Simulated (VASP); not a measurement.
# HPbNO4 (P1) in VASP: further runs, part 2 of 3

VASP 6.6.1. The steps go on from the part before.

### Step 3. Relaxation of cell and atoms, BLYP

This run uses another cell than the first one, of 14.48 Å³/atom.

The input, INCAR:

```
SYSTEM = HPbNO4
PREC = Accurate ; ENCUT = 600
EDIFF = 1E-6 ; ISMEAR = -1
SIGMA = 0.05 ; LREAL = .False.
LASPH = .True. ; NELM = 100
ALGO = Normal ; ISIF = 3
LWAVE = .False. ; LCHARG = .False.
GGA = B5 ; ALDAX = 1.0
AGGAX = 1.0 ; AGGAC = 1.0
ALDAC = 0.0 ; IBRION = 2
NSW = 60 ; EDIFFG = -0.01
```

The input, KPOINTS:

```
Automatic mesh
0
Gamma
  5 5 3
  0 0 0
```

The input, POSCAR:

```
HPbNO4
1.0
    4.1992300000      0.1111700000      0.1681700000
    1.9160000000      3.8913200000      0.1256800000
    1.7608500000      1.2525900000      6.3726600000
H Pb N O
1 1 1 4
Direct
    0.8914500000      0.6820200000      0.6279600000
    0.1442600000      0.9287200000      0.8835200000
    0.2567000000      0.2886100000      0.3017100000
    0.8310800000      0.6505600000      0.7840500000
    0.3869400000      0.2238000000      0.1129500000
    0.3110400000      0.0357600000      0.4585600000
    0.0772600000      0.6063300000      0.3227500000
```

Potentials or basis: VASP PAW PBE potentials, release 64 (H, Pb_d, N, O).

Command:

```console
> cat potpaw_PBE.64/H/POTCAR potpaw_PBE.64/Pb_d/POTCAR potpaw_PBE.64/N/POTCAR potpaw_PBE.64/O/POTCAR > POTCAR
> mpirun -np 1 vasp_std > vasp.out
```

OUTCAR:

```text
SYSTEM = HPbNO4
   PREC = Accurate
   ENCUT = 600
   EDIFF = 1E-6
   ISMEAR = -1
   LREAL = .False.
   LASPH = .True.
   NELM = 100
   ISIF = 3
   GGA = B5
   IBRION = 2
   NSW = 60
   EDIFFG = -0.01

 ion  position               nearest neighbor table
   1  0.891  0.682  0.628-   4 0.98
   2  0.144  0.929  0.884-   4 2.48   4 2.51   6 2.67   4 2.72   5 2.81   7 2.84   5 2.91   5 2.93

   3  0.257  0.289  0.302-   6 1.25   7 1.26   5 1.28
   4  0.831  0.651  0.784-   1 0.98   2 2.48   2 2.51   2 2.72
   5  0.387  0.224  0.113-   3 1.28   2 2.81   2 2.91   2 2.93
   6  0.311  0.036  0.459-   3 1.25   2 2.67
   7  0.077  0.606  0.323-   3 1.26   2 2.84

  LATTYP: Found a triclinic cell.
 ALAT       =     6.7290690222
 B/A-ratio  =     1.0080435208
 C/A-ratio  =     0.6247619357
 COS(alpha) =     0.0037064377
 COS(beta)  =     0.3041824545
 COS(gamma) =     0.7937729759

  Lattice vectors:

 A1 = (   1.7608500000,   1.2525900000,   6.3726600000)
 A2 = (  -0.1551500000,  -2.6387300000,   6.2469800000)
 A3 = (   4.1992300000,   0.1111700000,   0.1681700000)

Analysis of symmetry for initial positions (statically):
=====================================================================
 Subroutine PRICEL returns:
 Original cell was already a primitive cell.

 Routine SETGRP: Setting up the symmetry group for a
 triclinic supercell.

 Subroutine GETGRP returns: Found  1 space group operations
 (whereof  1 operations were pure point group operations)
 out of a pool of  2 trial point group operations.

The static configuration has the point symmetry C_1 .

Analysis of symmetry for dynamics (positions and initial velocities):
=====================================================================
 Subroutine PRICEL returns:
 Original cell was already a primitive cell.

 Routine SETGRP: Setting up the symmetry group for a
 triclinic supercell.

 Subroutine GETGRP returns: Found  1 space group operations
 (whereof  1 operations were pure point group operations)
 out of a pool of  2 trial point group operations.

The dynamic configuration has the point symmetry C_1 .

 Subroutine INISYM returns: Found  1 space group operations
 (whereof  1 operations are pure point group operations),
 and found     1 'primitive' translations

----------------------------------------------------------------------------------------

                                     Primitive cell

  volume of cell :     101.3902

  direct lattice vectors                    reciprocal lattice vectors
     4.199230000  0.111170000  0.168170000     0.243027768 -0.118243312 -0.043910244
     1.916000000  3.891320000  0.125680000    -0.004909750  0.261012831 -0.049947232
     1.760850000  1.252590000  6.372660000    -0.006316502 -0.002027272  0.159064151

  length of vectors
     4.204066188  4.339265238  6.729069022     0.273810311  0.265794149  0.159202425

  position of ions in fractional coordinates (direct lattice)
     0.891450000  0.682020000  0.627960000
     0.144260000  0.928720000  0.883520000
     0.256700000  0.288610000  0.301710000
[... 75 lines left out ...]
   NGXF,Y,Z  is equivalent  to a cutoff of  28.47, 27.58, 26.68 a.u.
 SYSTEM =  HPbNO4
   PREC   = accura    normal or accurate (medium, high low for compatibility)
   ISTART =      0    job   : 0-new  1-cont  2-samecut
   ICHARG =      2    charge: 1-file 2-atom 10-const
   ISPIN  =      1    spin polarized calculation?
   LNONCOLLINEAR =      F non collinear calculations
   LSORBIT =      F    spin-orbit coupling
   LASPH  =      T    aspherical Exc in radial PAW
   ENCUT  =  600.0 eV  44.10 Ry    6.64 a.u.   8.40  8.67 13.44*2*pi/ulx,y,z
   NELM   =    100;   NELMIN=  2; NELMDL= -5     # of ELM steps
   EDIFF  = 0.1E-05   stopping-criterion for ELM
   LREAL  =      F    real-space projection
   EDIFFG = -.1E-01   stopping-criterion for IOM
   NSW    =     60    number of steps for IOM
   IBRION =      2    ionic relax: 0-MD 1-quasi-New 2-CG
   NFREE  =      1    steps in history (QN), initial steepest desc. (CG)
   ISIF   =      3    stress and relaxation
   ISYM   =      2    0-nonsym 1-usesym 2-fastsym
   POTIM  = 0.5000    time-step for ionic-motion
   TEBEG  =    0.0;   TEEND  =   0.0 temperature during run
   PSTRESS=    0.0 pullay stress
   NELECT =      44.0000    total number of electrons
   NUPDOWN=      -1.0000    fix difference up-down
   EMIN   =  10.00;   EMAX   =-10.00  energy-range for DOS
   EFERMI =   0.00;   METHOD = LEGACY
   ISMEAR =    -1;   SIGMA  =   0.05  broadening in eV -4-tet -1-fermi 0-gaus
   EFERMI_NEDOS =   21; number of points for ismear=-14 and -15
   IALGO  =     38    algorithm
   IMIX   =      4    mixing-type and parameters
     AMIX     =   0.40;   BMIX     =  1.00
     AMIX_MAG =   1.60;   BMIX_MAG =  1.00
  volume/ion in A,a.u.               =      14.48        97.74
  Fermi-wavevector in a.u.,A,eV,Ry     =   1.239444  2.342210 20.901576  1.536223
  Thomas-Fermi vector in A             =   2.373927
   LORBIT       =      0    0 simple, 1 ext, 2 COOP (PROOUT), +10 PAW based schemes
   GGA     = B5    functional components
   LHFCALC =     F    Hartree Fock is set to
   AEXX    =    0.0000 exact exchange contribution
   IVDW    =     0    specifies the selected vdW correction
   LEPSILON=     F    determine dielectric tensor
   LRPA    =     F    only Hartree local field effects (RPA)
 conjugate gradient relaxation of ions
 non-spin polarized calculation
  energy-cutoff  :      600.00
  volume of cell :      101.39
 maximum number of plane-waves:      3407
 NGX is ok and might be reduce to    36
   NGX = 17   NGY = 17   NGZ = 27

--------------------------------------- Ionic step        1  -------------------------------------------

 number of electron      44.0000003 magnetization

 Free energy of the ion-electron system (eV)
  ---------------------------------------------------
  ext. energy  EPLUGINS =         0.00000000
  ---------------------------------------------------
  free energy    TOTEN  =       -38.26046331 eV

  energy without entropy =      -38.26046331  energy(sigma->0) =      -38.26046331

------------------------ aborting loop because EDIFF is reached ----------------------------------------

  FORCE on cell =-STRESS in cart. coord.  units (eV):
  Direction    XX          YY          ZZ          XY          YZ          ZX
  --------------------------------------------------------------------------------------
  -------------------------------------------------------------------------------------
  Total        0.7807477      2.4076547      2.4306978     -0.1000112     -0.1341026     -0.0502832
  in kB       12.3374473     38.0459821     38.4101128     -1.5803866     -2.1191023     -0.7945805
  external PRESSURE =      29.5978474 kB  Pullay stress =       0.0000000 kB
[... 104 lines left out ...]
  FREE ENERGIE OF THE ION-ELECTRON SYSTEM (eV)
  ---------------------------------------------------
  free  energy   TOTEN  =       -38.2835920695 eV

  energy  without entropy=      -38.2835920694  energy(sigma->0) =      -38.28359207

[... ionic steps 4 to 32 ...]

--------------------------------------- Ionic step       33  -------------------------------------------

 number of electron      44.0000000 magnetization

------------------------ aborting loop because EDIFF is reached ----------------------------------------
[... 77 lines left out ...]
--------------------------------------- Ionic step       35  -------------------------------------------

 number of electron      44.0000001 magnetization

 Free energy of the ion-electron system (eV)
  ---------------------------------------------------
  ext. energy  EPLUGINS =         0.00000000
  ---------------------------------------------------
  free energy    TOTEN  =       -38.29235953 eV

  energy without entropy =      -38.29235953  energy(sigma->0) =      -38.29235953

 E-fermi :   1.9198     XC(G=0):  -8.2133

 val. band max:        0.7891451512   @ k =  -0.4000   0.2000   0.3333
 cond. band min:       3.5525928955   @ k =  -0.2000   0.4000   0.3333
 fundamental gap:      2.7634477442
 Fermi energy:         1.9198402627

 k-point     1 :       0.0000    0.0000    0.0000
  band No.  band energies     occupation
      1     -24.5317      2.00000
      2     -19.3077      2.00000
      3     -18.9702      2.00000
      4     -16.5784      2.00000
      5     -14.4550      2.00000
      6     -14.4358      2.00000
[... 685 lines left out ...]
     25       6.2029      0.00000
     26       7.6216      0.00000

 [... further k-points ...]

------------------------ aborting loop because EDIFF is reached ----------------------------------------

  FORCE on cell =-STRESS in cart. coord.  units (eV):
  Direction    XX          YY          ZZ          XY          YZ          ZX
  --------------------------------------------------------------------------------------
  -------------------------------------------------------------------------------------
  Total       -0.0338508     -0.0370700      0.0001527      0.0000999      0.0070066      0.0006669
  in kB       -0.5171083     -0.5662850      0.0023326      0.0015260      0.1070344      0.0101877
  external PRESSURE =      -0.3603536 kB  Pullay stress =       0.0000000 kB
[... 22 lines left out ...]
  FREE ENERGIE OF THE ION-ELECTRON SYSTEM (eV)
  ---------------------------------------------------
  free  energy   TOTEN  =       -38.2923595311 eV

  energy  without entropy=      -38.2923595311  energy(sigma->0) =      -38.29235953

 reached required accuracy - stopping structural energy minimisation
```

Wall time 32 min (1 thread of Intel Xeon Platinum 8488C (Sapphire Rapids), shared host); peak memory 0.35 GiB.

What came out:

```
Free energy                           : -38.2924 eV
Relaxed volume                        : 14.98 Å³/atom
Relaxed cell                          : a = 4.267 Å, b = 4.395 Å, c = 6.794 Å, α = 72.14°, β = 72.08°, γ = 61.84°
Space group after relaxing (to 0.1 Å) : P1 (No. 1)
Energy gained by relaxing             : 4.6 meV/atom
Ionic steps                           : 35
Pressure after relaxing               : 0.0 GPa
Largest force after relaxing          : 0.009 eV/Å
Band gap on the k mesh                : 2.76 eV
```

Forces on the atoms (eV/Å):
```
H    0.001  0.003  0.008
Pb  -0.001  0.005  0.002
N    0.000 -0.008 -0.005
O    0.002 -0.002 -0.004
O   -0.004  0.002 -0.004
O   -0.005 -0.002  0.003
O    0.006  0.002 -0.001
```

The path:
| step | energy change (eV) | largest force (eV/Å) | pressure (GPa) | volume (Å³) |
| --- | --- | --- | --- | --- |
| 1 | 0.0000 | 0.8908 | 2.96 | 101.39 |
| 2 | 0.1573 | 2.5717 | -4.90 | 105.36 |
| 3 | -0.0231 | 0.1970 | 0.61 | 102.38 |
| 4 | -0.0231 | 0.1917 | 0.68 | 102.35 |
| 5 | -0.0270 | 0.2889 | 0.47 | 103.33 |
| 6 | -0.0271 | 0.2332 | 0.48 | 103.20 |
| 7 | -0.0302 | 0.1491 | 0.24 | 103.89 |
| 8 | -0.0312 | 0.1225 | 0.06 | 104.39 |
| 9 | -0.0312 | 0.1208 | 0.00 | 104.55 |
| 10 | -0.0314 | 0.0889 | 0.02 | 104.69 |
| 11 | -0.0315 | 0.0245 | 0.01 | 104.64 |
| 12 | -0.0315 | 0.0235 | 0.00 | 104.64 |
| 13 | -0.0315 | 0.0236 | 0.01 | 104.64 |
| 14 | -0.0316 | 0.0251 | 0.02 | 104.66 |
| 15 | -0.0316 | 0.0311 | 0.03 | 104.66 |
| 16 | -0.0316 | 0.0266 | 0.01 | 104.67 |
| 17 | -0.0317 | 0.0267 | -0.02 | 104.69 |
| 18 | -0.0316 | 0.0828 | -0.09 | 104.74 |
| 19 | -0.0317 | 0.0419 | -0.03 | 104.71 |
| 20 | -0.0317 | 0.0312 | -0.02 | 104.71 |
| 21 | -0.0318 | 0.0120 | 0.01 | 104.73 |
| 22 | -0.0318 | 0.0131 | 0.02 | 104.73 |
| 23 | -0.0318 | 0.0147 | 0.03 | 104.73 |
| 24 | -0.0318 | 0.0141 | 0.01 | 104.74 |
| 25 | -0.0318 | 0.0148 | 0.01 | 104.75 |
| 26 | -0.0318 | 0.0364 | -0.01 | 104.78 |
| 27 | -0.0318 | 0.0190 | 0.01 | 104.76 |
| 28 | -0.0318 | 0.0143 | -0.01 | 104.78 |
| 29 | -0.0318 | 0.0215 | -0.03 | 104.82 |
| 30 | -0.0318 | 0.0141 | -0.03 | 104.83 |
| 31 | -0.0319 | 0.0223 | 0.00 | 104.85 |
| 32 | -0.0319 | 0.0177 | -0.01 | 104.86 |
| 33 | -0.0319 | 0.0199 | -0.03 | 104.88 |
| 34 | -0.0319 | 0.0237 | -0.04 | 104.88 |
| 35 | -0.0319 | 0.0090 | -0.04 | 104.88 |

Final structure:
```yaml
crystal:
  lattice:
    - [4.26163, 0.12480, 0.17258]
    - [1.95658, 3.93344, 0.11451]
    - [1.79550, 1.24719, 6.43284]
  atoms:
    - { symbol: H, position: [0.89142, 0.68185, 0.62877] }
    - { symbol: Pb, position: [0.14266, 0.93148, 0.88315] }
    - { symbol: N, position: [0.25713, 0.28754, 0.30178] }
    - { symbol: O, position: [0.83083, 0.65223, 0.78363] }
    - { symbol: O, position: [0.38777, 0.22158, 0.11226] }
    - { symbol: O, position: [0.31085, 0.03521, 0.45834] }
    - { symbol: O, position: [0.07807, 0.60592, 0.32357] }
```

Caveat: the standard files for N, O and F lose accuracy on very short bonds; the PAW data sets were made with another functional, which shifts forces and pressure a little; spin-orbit coupling is left out, which moves the levels of the heavy elements; an odd mesh through Γ misses points on the zone boundary, where band edges can lie.

[end of part 2 of 3]
